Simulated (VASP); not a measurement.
Wanted: the native input for a VASP 6.6.1 run.

```yaml
Task: single point
Functional: PBEsol
Potentials_or_basis: VASP PAW PBE potentials, release 64 (C_h)
Cutoff: 910 eV
k_mesh: 13 × 13 × 13
Occupations: fermi-dirac, width 0.05 eV
Spin: no spin polarisation
Dipole_correction: no
Second_run: hard_potentials
Further_INCAR_settings: ALGO = Normal; EDIFF = 1e-06; NBANDS = 11
```

The structure of C lies in POSCAR:

```
C
1.0
    0.0000000000      1.7769040475      1.7769040475
    1.7769040475      0.0000000000      1.7769040475
    1.7769040475      1.7769040475      0.0000000000
C
2
Direct
    0.7500000000      0.7500000000      0.7500000000
    0.5000000000      0.5000000000      0.5000000000
```

One way to write it, as run:

INCAR

```
PREC = Accurate
ENCUT = 910
EDIFF = 1E-6
ISMEAR = -1
SIGMA = 0.05
LREAL = F
LASPH = T
NELM = 120
ALGO = Normal
ISIF = 2
LWAVE = F
LCHARG = T
GGA = PS
LELF = T
LVHAR = T
NBANDS = 11
GGA_COMPAT = F
```

KPOINTS

```
regular mesh
0
Gamma
  13 13 13
```

Potentials or basis: VASP PAW PBE potentials, release 64 (C_h).

The run is started by

```bash
$ cat potpaw_PBE.64/C_h/POTCAR > POTCAR
$ mpirun -np 1 vasp_std > vasp.out
```

Results of the run:

* Pressure: 0.0 GPa
* Band gap on the k mesh: 4.04 eV, indirect (least direct gap 5.58 eV)

Caveat: the cutoff is under 1.25 times the usual one of these potentials, so pressure, stress and relaxed cells hold a basis-set (Pulay) error; the PAW data sets were made with another functional, which shifts forces and pressure a little.

It took 18 s on 1 thread of Intel(R) Xeon(R) Platinum 8375C CPU @ 2.90GHz (Ice Lake) (shared host), peak memory 0.15 GiB.
